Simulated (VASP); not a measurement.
# SiO2 (P4_32_12) in VASP: a series of runs, part 2 of 2

VASP 6.6.1.

## (4) Single point, BLYP

This run uses another cell than the first one, of 16.05 Å³/atom.

File INCAR:

```
SYSTEM = SiO2
PREC = Accurate
ENCUT = 520
EDIFF = 1E-7
ISMEAR = -1
SIGMA = 0.05
LREAL = .False.
LASPH = .True.
NELM = 60
ALGO = Normal
ISIF = 2
LWAVE = .False.
LCHARG = .False.
GGA = B5
ALDAX = 1.0
AGGAX = 1.0
AGGAC = 1.0
ALDAC = 0.0
NBANDS = 44
```

File KPOINTS:

```
regular mesh
0
Gamma
  6 6 4
  0 0 0
```

File POSCAR:

```
SiO2
1.0
    5.1597326865      0.0000000000      0.0000000000
    0.0000000000      5.1597326865      0.0000000000
    0.0000000000      0.0000000000      7.2354252258
Si O
4 8
Direct
    0.7853445420      0.7853445420      0.5000000000
    0.7146554580      0.2853445420      0.2500000000
    0.2853445420      0.7146554580      0.7500000000
    0.2146554580      0.2146554580      0.0000000000
    0.7558283806      0.0754997391      0.4149801196
    0.9245002609      0.2441716194      0.0850198804
    0.0754997391      0.7558283806      0.5850198804
    0.2558283806      0.4245002609      0.8350198804
    0.2441716194      0.9245002609      0.9149801196
    0.7441716194      0.5754997391      0.3350198804
    0.4245002609      0.2558283806      0.1649801196
    0.5754997391      0.7441716194      0.6649801196
```

Potentials or basis: VASP PAW PBE potentials, release 64 (Si, O).

Run with:

```
> cat potpaw_PBE.64/Si/POTCAR potpaw_PBE.64/O/POTCAR > POTCAR
> mpirun -np 1 vasp_std > vasp.out
```

OUTCAR:

```text
SYSTEM = SiO2
   PREC = Accurate
   ENCUT = 520
   EDIFF = 1E-7
   ISMEAR = -1
   LREAL = .False.
   LASPH = .True.
   NELM = 60
   ISIF = 2
   GGA = B5

 ion  position               nearest neighbor table
   1  0.785  0.785  0.500-  10 1.63  12 1.63   5 1.63   7 1.63
   2  0.715  0.285  0.250-   5 1.63   6 1.63  10 1.63  11 1.63
   3  0.285  0.715  0.750-   7 1.63   9 1.63   8 1.63  12 1.63
   4  0.215  0.215  0.000-   8 1.63  11 1.63   9 1.63   6 1.63
   5  0.756  0.075  0.415-   2 1.63   1 1.63
   6  0.925  0.244  0.085-   2 1.63   4 1.63
   7  0.075  0.756  0.585-   3 1.63   1 1.63
   8  0.256  0.425  0.835-   4 1.63   3 1.63
[... 1359 lines left out ...]
 -----------------------------------------------------------------------------
  energy-cutoff  :      520.00
  volume of cell :      192.63
      direct lattice vectors                 reciprocal lattice vectors
     5.159732686  0.000000000  0.000000000     0.193808490  0.000000000  0.000000000
     0.000000000  5.159732686  0.000000000     0.000000000  0.193808490  0.000000000
     0.000000000  0.000000000  7.235425226     0.000000000  0.000000000  0.138208878

 POSITION                                       TOTAL-FORCE (eV/Angst)
 -----------------------------------------------------------------------------------
      4.05217      4.05217      3.61771         0.010366      0.010366      0.000000
      3.68743      1.47230      1.80886        -0.010366      0.010366     -0.000000
      1.47230      3.68743      5.42657         0.010366     -0.010366      0.000000
      1.10756      1.10756      0.00000        -0.010366     -0.010366      0.000000
      3.89987      0.38956      3.00256         0.002252      0.021245      0.018232
      4.77017      1.25986      0.61515        -0.021245     -0.002252     -0.018232
      0.38956      3.89987      4.23287         0.021245      0.002252     -0.018232
      1.32001      2.19031      6.04172         0.002252     -0.021245     -0.018232
      1.25986      4.77017      6.62027        -0.002252     -0.021245      0.018232
      3.83973      2.96942      2.42401        -0.002252      0.021245     -0.018232
      2.19031      1.32001      1.19370        -0.021245      0.002252      0.018232
      2.96942      3.83973      4.81141         0.021245     -0.002252      0.018232
 -----------------------------------------------------------------------------------
    total drift:                               -0.000000      0.000000     -0.000000

  FREE ENERGIE OF THE ION-ELECTRON SYSTEM (eV)
  ---------------------------------------------------
  free  energy   TOTEN  =       -91.4399566475 eV

  energy  without entropy=      -91.4399566475  energy(sigma->0) =      -91.43995665
```

OSZICAR:

```text
N       E                     dE             d eps       ncg     rms          rms(c)
DAV:   1     0.428617962145E+03    0.42862E+03   -0.32099E+04  2640   0.130E+03
DAV:   2    -0.706679113086E+02   -0.49929E+03   -0.48482E+03  3396   0.312E+02
DAV:   3    -0.106147999414E+03   -0.35480E+02   -0.35309E+02  3296   0.891E+01
DAV:   4    -0.106646452543E+03   -0.49845E+00   -0.49757E+00  3248   0.117E+01
DAV:   5    -0.106655965504E+03   -0.95130E-02   -0.95058E-02  3264   0.156E+00    0.283E+01
DAV:   6    -0.914478926319E+02    0.15208E+02   -0.61553E+01  3092   0.357E+01    0.121E+01
DAV:   7    -0.914910569351E+02   -0.43164E-01   -0.17642E+00  3084   0.543E+00    0.474E+00
DAV:   8    -0.914453534333E+02    0.45704E-01   -0.83386E-02  3248   0.172E+00    0.204E+00
DAV:   9    -0.914391766502E+02    0.61768E-02   -0.48225E-02  3204   0.129E+00    0.203E-01
DAV:  10    -0.914401271774E+02   -0.95053E-03   -0.41448E-03  3036   0.309E-01    0.129E-01
DAV:  11    -0.914399517434E+02    0.17543E-03   -0.11841E-03  3276   0.181E-01    0.246E-02
DAV:  12    -0.914399556408E+02   -0.38974E-05   -0.24735E-05  3136   0.270E-02    0.702E-03
DAV:  13    -0.914399563810E+02   -0.74026E-06   -0.44345E-06  3076   0.969E-03    0.229E-03
DAV:  14    -0.914399566715E+02   -0.29049E-06   -0.40556E-07  2948   0.320E-03    0.162E-03
DAV:  15    -0.914399566475E+02    0.23989E-07   -0.21382E-08  2152   0.805E-04
   1 F= -.91439957E+02 E0= -.91439957E+02  d E =-.242340E-10
```

stdout:

```text
POSCAR found type information on POSCAR SiO
 POSCAR found :  2 types and      12 ions
 scaLAPACK will be used
 -----------------------------------------------------------------------------
|                                                                             |
|                                                                             |
|     You enforced a specific xc type in the INCAR file but a different       |
|     I HOPE YOU KNOW WHAT YOU ARE DOING!                                     |
|                                                                             |
 -----------------------------------------------------------------------------

 LDA part: xc-table for (Slater(with rela. corr.)+VWN5), standard interpolation
 POSCAR, INCAR and KPOINTS ok, starting setup
 FFT: planning ... GRIDC
 FFT: planning ... GRID_SOFT
 FFT: planning ... GRID
 WAVECAR not read
 entering main loop
```

Run time: 3.7 min. Hardware: 1 thread of Intel Xeon Platinum 8375C at 2.90GHz (Ice Lake), shared host; peak memory 0.37 GiB.

Results:

```yaml
Free_energy: -91.4400 eV
Pressure: 0.7 GPa
Largest_force: 0.028 eV/Å
Band_gap_on_the_k_mesh: 5.45 eV
```

Forces in eV/Å, atoms in the order of the input:
```
Si   0.010  0.010  0.000
Si  -0.010  0.010  0.000
Si   0.010 -0.010  0.000
Si  -0.010 -0.010  0.000
O    0.002  0.021  0.018
O   -0.021 -0.002 -0.018
O    0.021  0.002 -0.018
O    0.002 -0.021 -0.018
O   -0.002 -0.021  0.018
O   -0.002  0.021 -0.018
O   -0.021  0.002  0.018
O    0.021 -0.002  0.018
```

Caveat: the PAW data sets were made with another functional, which shifts forces and pressure a little. A k mesh can miss the band edges.

## (5) Summary

| level | cell | gap on the mesh (eV) | pressure (GPa) | largest force (eV/Å) |
| --- | --- | --- | --- | --- |
| RPBE | a = 5.137, b = 5.137, c = 7.185 Å, 12 atoms, atomic positions A | 5.56 | -0.3 | 0.03 |
| revPBE | a = 5.136, b = 5.136, c = 7.187 Å, 12 atoms, atomic positions B | 5.62 | -0.2 | 0.03 |
| BLYP | a = 5.160, b = 5.160, c = 7.235 Å, 12 atoms, atomic positions C | 5.45 | 0.7 | 0.03 |

Alike in all rows: task single point; potentials or basis VASP PAW PBE potentials, release 64 (Si, O); no spin polarisation; k mesh 6 × 6 × 4; cutoff (eV) 520; smearing fermi-dirac 0.05 eV.

Caveats: the PAW data sets were made with another functional, which shifts forces and pressure a little.

Total energies depend on the potentials used, so only differences within one code and one set of settings carry meaning.
